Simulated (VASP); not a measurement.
# VB4Os (P-6m2) in VASP: a series of runs

Runs on VB4Os. Level: PBE. Tasks: single point.

Everything below comes from runs of VASP 6.6.1. Logs are shortened: lines on timing, memory, paths and dates and some standing lists are left out, and cuts for length are marked.

## (1) The cell of the first run

Symmetry: P-6m2, No. 187, hexagonal system. The conventional cell has a = 2.853 Å, b = 2.853 Å, c = 7.391 Å, α = 90.00°, β = 90.00°, γ = 120.00°. V (site symmetry -6m2) has 8 B at 2.15 to 2.23 Å within 2.8 Å. B (site symmetry 3m) has 3 B at 1.77 Å and 1 V at 2.15 Å and 3 Os at 2.26 Å within 2.4 Å. Within 2.4 Å of B (site symmetry 3m) lie 3 B at 1.77 Å and 1 Os at 2.19 Å and 3 V at 2.23 Å. Os (site symmetry -6m2) has 8 B at 2.19 to 2.26 Å and 6 Os at 2.85 Å within 2.9 Å.

## (2) Single point, PBE, collinear spin, ferromagnetic start

INCAR reads:

```
SYSTEM = VB4Os
PREC = Accurate
ENCUT = 520
EDIFF = 1E-6
ISMEAR = -1
SIGMA = 0.15
LREAL = .False.
LASPH = .True.
NELM = 150
ALGO = Normal
ISIF = 2
LWAVE = .False.
LCHARG = .False.
ISPIN = 2
MAGMOM = 2 0 0 0 0 0
LORBIT = 11
LMAXMIX = 4
GGA = PE
NBANDS = 30
```

KPOINTS reads:

```
regular mesh
0
Gamma
  9 9 3
  0 0 0
```

POSCAR reads:

```
VB4Os
1.0
    2.8533052937      0.0000000000      0.0000000000
   -1.4266531427      2.4710350267      0.0000000000
    0.0000000000      0.0000000000      7.3910658621
V B Os
1 4 1
Direct
    0.0000000000      0.0000000000      0.0000000000
    0.0000000000      0.0000000000      0.7094840000
    0.3333333333      0.6666666667      0.7969230000
    0.3333333333      0.6666666667      0.2030770000
    0.0000000000      0.0000000000      0.2905160000
    0.3333333333      0.6666666667      0.5000000000
```

Potentials or basis: VASP PAW PBE potentials, release 64 (V_sv, B, Os).

The run is started by

```console
cat potpaw_PBE.64/V_sv/POTCAR potpaw_PBE.64/B/POTCAR potpaw_PBE.64/Os/POTCAR > POTCAR
mpirun -np 1 vasp_std > vasp.out
```

OUTCAR:

```text
SYSTEM = VB4Os
   PREC = Accurate
   ENCUT = 520
   EDIFF = 1E-6
   ISMEAR = -1
   LREAL = .False.
   LASPH = .True.
   NELM = 150
   ISIF = 2
   ISPIN = 2
   LORBIT = 11
   GGA = PE

 ion  position               nearest neighbor table
   1  0.000  0.000  0.000-   2 2.15   5 2.15   3 2.23   4 2.23   3 2.23   4 2.23   4 2.23   3 2.23

   2  0.000  0.000  0.709-   3 1.77   3 1.77   3 1.77   1 2.15   6 2.26   6 2.26   6 2.26
   3  0.333  0.667  0.797-   2 1.77   2 1.77   2 1.77   6 2.19   1 2.23   1 2.23   1 2.23
   4  0.333  0.667  0.203-   5 1.77   5 1.77   5 1.77   6 2.19   1 2.23   1 2.23   1 2.23
   5  0.000  0.000  0.291-   4 1.77   4 1.77   4 1.77   1 2.15   6 2.26   6 2.26   6 2.26
   6  0.333  0.667  0.500-   3 2.19   4 2.19   2 2.26   5 2.26   2 2.26   5 2.26   2 2.26   5 2.26

  LATTYP: Found a hexagonal cell.
 ALAT       =     2.8533052937
 C/A-ratio  =     2.5903522762

  Lattice vectors:

 A1 = (   2.8533052937,   0.0000000000,   0.0000000000)
 A2 = (  -1.4266531427,   2.4710350267,   0.0000000000)
 A3 = (   0.0000000000,   0.0000000000,   7.3910658621)

Analysis of symmetry for initial positions (statically):
=====================================================================
 Subroutine PRICEL returns:
 Original cell was already a primitive cell.

 Routine SETGRP: Setting up the symmetry group for a
 hexagonal supercell.

 Subroutine GETGRP returns: Found 12 space group operations
 (whereof 12 operations were pure point group operations)
 out of a pool of 24 trial point group operations.

The static configuration has the point symmetry D_3h.

Analysis of symmetry for dynamics (positions and initial velocities):
=====================================================================
 Subroutine PRICEL returns:
 Original cell was already a primitive cell.

 Routine SETGRP: Setting up the symmetry group for a
 hexagonal supercell.

 Subroutine GETGRP returns: Found 12 space group operations
 (whereof 12 operations were pure point group operations)
 out of a pool of 24 trial point group operations.

The dynamic configuration has the point symmetry D_3h.

Analysis of structural, dynamic, and magnetic symmetry:
=====================================================================
 Subroutine PRICEL returns:
 Original cell was already a primitive cell.

 Routine SETGRP: Setting up the symmetry group for a
 hexagonal supercell.

 Subroutine GETGRP returns: Found 12 space group operations
 (whereof 12 operations were pure point group operations)
 out of a pool of 24 trial point group operations.

The overall configuration has the point symmetry D_3h.

[... 143 lines left out ...]
 number of electron      33.0000006 magnetization      -0.0051302

 number of electron      33.0000006 magnetization       0.0001908

 Free energy of the ion-electron system (eV)
  ---------------------------------------------------
  ext. energy  EPLUGINS =         0.00000000
  ---------------------------------------------------
  free energy    TOTEN  =       -48.90389188 eV

  energy without entropy =      -48.75449982  energy(sigma->0) =      -48.82919585

 E-fermi :   8.7191     XC(G=0): -13.0422

 val. band max:        8.7138371046   @ k =   0.3333   0.2222   0.0000
 cond. band min:       8.7418969856   @ k =   0.2222   0.1111   0.0000
 fundamental gap:      0.0280598810
 Fermi energy:         8.7191291796

 spin component 1

 k-point     1 :       0.0000    0.0000    0.0000
  band No.  band energies     occupation
      1     -55.0000      1.00000
      2     -28.8831      1.00000
      3     -28.6715      1.00000
      4     -28.6715      1.00000
      5      -5.3171      1.00000
      6      -3.3551      1.00000
[... 733 lines left out ...]
     27      19.0037      0.00000
     28      21.0638      0.00000
 Fermi energy:         8.7191291796

 spin component 2

 k-point     1 :       0.0000    0.0000    0.0000
  band No.  band energies     occupation
      1     -55.0001      1.00000
      2     -28.8832      1.00000
      3     -28.6715      1.00000
      4     -28.6715      1.00000
      5      -5.3171      1.00000
      6      -3.3550      1.00000
[... 733 lines left out ...]
     27      19.0038      0.00000
     28      21.0639      0.00000
 [bands above 28 left out]

------------------------ aborting loop because EDIFF is reached ----------------------------------------

  FORCE on cell =-STRESS in cart. coord.  units (eV):
  Direction    XX          YY          ZZ          XY          YZ          ZX
  --------------------------------------------------------------------------------------
  -------------------------------------------------------------------------------------
  Total        2.1646038      2.1646041      3.4024081     -0.0000004     -0.0000000      0.0000000
  in kB       66.5510307     66.5510392    104.6074883     -0.0000134     -0.0000000      0.0000000
  external PRESSURE =      79.2365194 kB  Pullay stress =       0.0000000 kB

 VOLUME and BASIS-vectors are now :
 -----------------------------------------------------------------------------
  energy-cutoff  :      520.00
  volume of cell :       52.11
      direct lattice vectors                 reciprocal lattice vectors
     2.853305294  0.000000000  0.000000000     0.350470734  0.202344430  0.000000000
    -1.426653143  2.471035027  0.000000000     0.000000000  0.404688719  0.000000000
     0.000000000  0.000000000  7.391065862     0.000000000  0.000000000  0.135298483

 POSITION                                       TOTAL-FORCE (eV/Angst)
 -----------------------------------------------------------------------------------
      0.00000      0.00000      0.00000        -0.000000     -0.000000     -0.000000
      0.00000      0.00000      5.24384         0.000000     -0.000000     -0.048647
     -0.00000      1.64736      5.89011        -0.000000     -0.000000      0.118620
     -0.00000      1.64736      1.50096        -0.000000      0.000000     -0.118620
      0.00000      0.00000      2.14722         0.000000     -0.000000      0.048647
     -0.00000      1.64736      3.69553         0.000000     -0.000000     -0.000000
 -----------------------------------------------------------------------------------
    total drift:                                0.000004      0.000001      0.000000

  FREE ENERGIE OF THE ION-ELECTRON SYSTEM (eV)
  ---------------------------------------------------
  free  energy   TOTEN  =       -48.9038918776 eV

  energy  without entropy=      -48.7544998192  energy(sigma->0) =      -48.82919585

 total charge

# of ion       s       p       d       tot
------------------------------------------
    1        2.281   6.315   3.178  11.773
    2        0.702   1.283   0.000   1.985
    3        0.710   1.289   0.000   2.000
    4        0.710   1.289   0.000   2.000
    5        0.702   1.283   0.000   1.985
    6        0.628   0.894   6.162   7.684
--------------------------------------------------
tot          5.733  12.353   9.339  27.426

 magnetization (x)

# of ion       s       p       d       tot
------------------------------------------
    1       -0.000  -0.000   0.000   0.000
    2       -0.000   0.000   0.000   0.000
    3        0.000   0.000   0.000   0.000
    4        0.000   0.000   0.000   0.000
    5       -0.000   0.000   0.000   0.000
    6        0.000   0.000  -0.000  -0.000
--------------------------------------------------
tot          0.000   0.000  -0.000   0.000
```

Run time: 38 s. Hardware: 1 thread of Intel Xeon 6975P-C (Granite Rapids), shared host; peak memory 0.24 GiB.

Results:

| Item | Value |
| --- | --- |
| Free energy | -48.9039 eV |
| Pressure | 7.9 GPa |
| Largest force | 0.119 eV/Å |
| Net moment | 0.00 μB per cell |
| Valence electrons inside the program's atomic spheres | V 11.77; B 1.99, 2.00; Os 7.68 |

Forces in eV/Å, atoms in the order of the input:
```
V    0.000  0.000  0.000
B    0.000  0.000 -0.049
B    0.000  0.000  0.119
B    0.000  0.000 -0.119
B    0.000  0.000  0.049
Os   0.000  0.000  0.000
```

Caveat: spin-orbit coupling is left out, which moves the levels of the heavy elements.

## (3) Single point, PBE, collinear spin, ferromagnetic start

This run uses another cell than the first one, of 8.91 Å³/atom, 1.026 times its volume.

INCAR reads:

```
SYSTEM = VB4Os
PREC = Accurate ; ENCUT = 520
EDIFF = 1E-7 ; ISMEAR = -1
SIGMA = 0.15 ; LREAL = .False.
LASPH = .True. ; NELM = 150
ALGO = Normal ; ISIF = 2
LWAVE = .False. ; LCHARG = .False.
ISPIN = 2 ; MAGMOM = 2 0 0 0 0 0
LORBIT = 11 ; LMAXMIX = 4
GGA = PE ; NBANDS = 30
```

KPOINTS is that of step 2.

POSCAR: that of step 2 with these lines changed.

```diff
@@ -2,5 +2,5 @@
 1.0
-    2.8533052937      0.0000000000      0.0000000000
-   -1.4266531427      2.4710350267      0.0000000000
-    0.0000000000      0.0000000000      7.3910658621
+    2.8774870000      0.0000000000      0.0000000000
+   -1.4387440000      2.4919770000      0.0000000000
+    0.0000000000      0.0000000000      7.4537050000
 V B Os
```

Potentials or basis: VASP PAW PBE potentials, release 64 (V_sv, B, Os).

The run is started by

```console
cat potpaw_PBE.64/V_sv/POTCAR potpaw_PBE.64/B/POTCAR potpaw_PBE.64/Os/POTCAR > POTCAR
mpirun -np 1 vasp_std > vasp.out
```

OUTCAR:

```text
SYSTEM = VB4Os
   PREC = Accurate
   ENCUT = 520
   EDIFF = 1E-7
   ISMEAR = -1
   LREAL = .False.
   LASPH = .True.
   NELM = 150
   ISIF = 2
   ISPIN = 2
   LORBIT = 11
   GGA = PE

 ion  position               nearest neighbor table
   1  0.000  0.000  0.000-   2 2.17   5 2.17   3 2.25   4 2.25   3 2.25   4 2.25   4 2.25   3 2.25

   2  0.000  0.000  0.709-   3 1.78   3 1.78   3 1.78   1 2.17   6 2.28   6 2.28   6 2.28
   3  0.333  0.667  0.797-   2 1.78   2 1.78   2 1.78   6 2.21   1 2.25   1 2.25   1 2.25
   4  0.333  0.667  0.203-   5 1.78   5 1.78   5 1.78   6 2.21   1 2.25   1 2.25   1 2.25
   5  0.000  0.000  0.291-   4 1.78   4 1.78   4 1.78   1 2.17   6 2.28   6 2.28   6 2.28
   6  0.333  0.667  0.500-   3 2.21   4 2.21   2 2.28   5 2.28   2 2.28   5 2.28   2 2.28   5 2.28

  LATTYP: Found a hexagonal cell.
 ALAT       =     2.8774870000
 C/A-ratio  =     2.5903522761

  Lattice vectors:

 A1 = (   2.8774870000,   0.0000000000,   0.0000000000)
 A2 = (  -1.4387440000,   2.4919770000,   0.0000000000)
 A3 = (   0.0000000000,   0.0000000000,   7.4537050000)

Analysis of symmetry for initial positions (statically):
=====================================================================
[... 1703 lines left out ...]
  in kB       -3.8707901     -3.8707906      8.1401262      0.0000008      0.0000000      0.0000000
  external PRESSURE =       0.1328485 kB  Pullay stress =       0.0000000 kB

 VOLUME and BASIS-vectors are now :
 -----------------------------------------------------------------------------
  energy-cutoff  :      520.00
  volume of cell :       53.45
      direct lattice vectors                 reciprocal lattice vectors
     2.877487000  0.000000000  0.000000000     0.347525462  0.200643976  0.000000000
    -1.438744000  2.491977000  0.000000000     0.000000000  0.401287813  0.000000000
     0.000000000  0.000000000  7.453705000     0.000000000  0.000000000  0.134161467

 POSITION                                       TOTAL-FORCE (eV/Angst)
 -----------------------------------------------------------------------------------
      0.00000      0.00000      0.00000        -0.000000      0.000000      0.000000
      0.00000      0.00000      5.28828         0.000000      0.000000     -0.059267
     -0.00000      1.66132      5.94003         0.000000     -0.000000     -0.004478
     -0.00000      1.66132      1.51368        -0.000000      0.000000      0.004478
      0.00000      0.00000      2.16542         0.000000     -0.000000      0.059267
     -0.00000      1.66132      3.72685        -0.000000      0.000000      0.000000
 -----------------------------------------------------------------------------------
    total drift:                                0.000004      0.000001      0.000000

  FREE ENERGIE OF THE ION-ELECTRON SYSTEM (eV)
  ---------------------------------------------------
  free  energy   TOTEN  =       -48.9370933173 eV

  energy  without entropy=      -48.7821761774  energy(sigma->0) =      -48.85963475

 total charge

# of ion       s       p       d       tot
------------------------------------------
    1        2.273   6.301   3.147  11.721
    2        0.695   1.255   0.000   1.949
    3        0.704   1.263   0.000   1.966
    4        0.704   1.263   0.000   1.966
    5        0.695   1.255   0.000   1.949
    6        0.614   0.857   6.122   7.593
--------------------------------------------------
tot          5.684  12.193   9.269  27.146

 magnetization (x)

# of ion       s       p       d       tot
------------------------------------------
    1        0.000   0.000   0.000   0.000
    2       -0.000  -0.000   0.000  -0.000
    3       -0.000  -0.000   0.000  -0.000
    4       -0.000  -0.000   0.000  -0.000
    5       -0.000  -0.000   0.000  -0.000
    6        0.000   0.000  -0.000  -0.000
--------------------------------------------------
tot         -0.000  -0.000   0.000   0.000
```

Run time: 42 s. Hardware: 1 thread of Intel Xeon 6975P-C (Granite Rapids), shared host; peak memory 0.23 GiB.

Results:

```
Free energy                                           : -48.9371 eV
Pressure                                              : 0.0 GPa
Largest force                                         : 0.059 eV/Å
Net moment                                            : 0.00 μB per cell
Valence electrons inside the program's atomic spheres : V 11.72; B 1.95, 1.97; Os 7.59
```

Forces in eV/Å, atoms in the order of the input:
```
V    0.000  0.000  0.000
B    0.000  0.000 -0.059
B    0.000  0.000 -0.004
B    0.000  0.000  0.004
B    0.000  0.000  0.059
Os   0.000  0.000  0.000
```

Stress tensor (GPa, compression positive):
```
-0.39  0.00  0.00
 0.00 -0.39  0.00
 0.00  0.00  0.81
```

Caveat: spin-orbit coupling is left out, which moves the levels of the heavy elements.

## (4) Single point, PBE, collinear spin, ferromagnetic start

This run uses another cell than the first one, of 9.13 Å³/atom, 1.051 times its volume.

INCAR reads:

```
PREC = Accurate
ENCUT = 520
EDIFF = 1E-6
ISMEAR = -1
SIGMA = 0.15
LREAL = False
LASPH = True
NELM = 150
ALGO = Normal
ISIF = 2
LWAVE = False
LCHARG = True
ISPIN = 2
MAGMOM = 2 0 0 0 0 0
LORBIT = 11
LMAXMIX = 4
GGA = PE
LELF = True
LVHAR = True
NBANDS = 30
```

KPOINTS reads:

```
Automatic mesh
0
Gamma
  9 9 3
```

POSCAR: that of step 3 with these lines changed.

```diff
@@ -2,5 +2,5 @@
 1.0
-    2.8774870000      0.0000000000      0.0000000000
-   -1.4387440000      2.4919770000      0.0000000000
-    0.0000000000      0.0000000000      7.4537050000
+    2.9012689628      0.0000000000      0.0000000000
+   -1.4506349855      2.5125727852      0.0000000000
+    0.0000000000      0.0000000000      7.5153086614
 V B Os
```

The run is started by

```console
cat potpaw_PBE.64/V_sv/POTCAR potpaw_PBE.64/B/POTCAR potpaw_PBE.64/Os/POTCAR > POTCAR
mpirun -np 1 vasp_std > vasp.out
```

It took 41 s on 1 thread of Intel Xeon 6975P-C (Granite Rapids), shared host; peak memory 0.24 GiB.

Results (log left out):

```
Free energy                                           : -48.9083 eV
Pressure                                              : -7.0 GPa
Largest force                                         : 0.119 eV/Å
Net moment                                            : 0.00 μB per cell
Valence electrons inside the program's atomic spheres : V 11.67; B 1.92, 1.94; Os 7.51
```

Forces on the atoms (eV/Å):
```
V    0.000  0.000  0.000
B    0.000  0.000 -0.064
B    0.000  0.000 -0.119
B    0.000  0.000  0.119
B    0.000  0.000  0.064
Os   0.000  0.000  0.000
```

Stress tensor (GPa, compression positive):
```
-6.58  0.00  0.00
 0.00 -6.58  0.00
 0.00  0.00 -7.72
```

Levels at points of the mesh, in eV from the Fermi level:
Spin up:
| k point | band 13 | band 14 | band 15 | band 16 | band 17 | band 18 | band 19 | band 20 | band 21 | band 22 |
| --- | --- | --- | --- | --- | --- | --- | --- | --- | --- | --- |
| (0.00, 0.00, 0.00) | -2.22 | -2.11 | -0.21 | -0.21 | 0.71 | 0.71 | 2.35 | 2.35 | 4.27 | 4.27 |
Spin down:
```csv
k point,band 14,band 15,band 16,band 17,band 18,band 19,band 20,band 21
"(0.00, 0.00, 0.00)",-2.11,-0.21,-0.21,0.72,0.72,2.35,2.35,4.27
```

Caveat: spin-orbit coupling is left out, which moves the levels of the heavy elements.

(Part 1 of 2 ends here.)
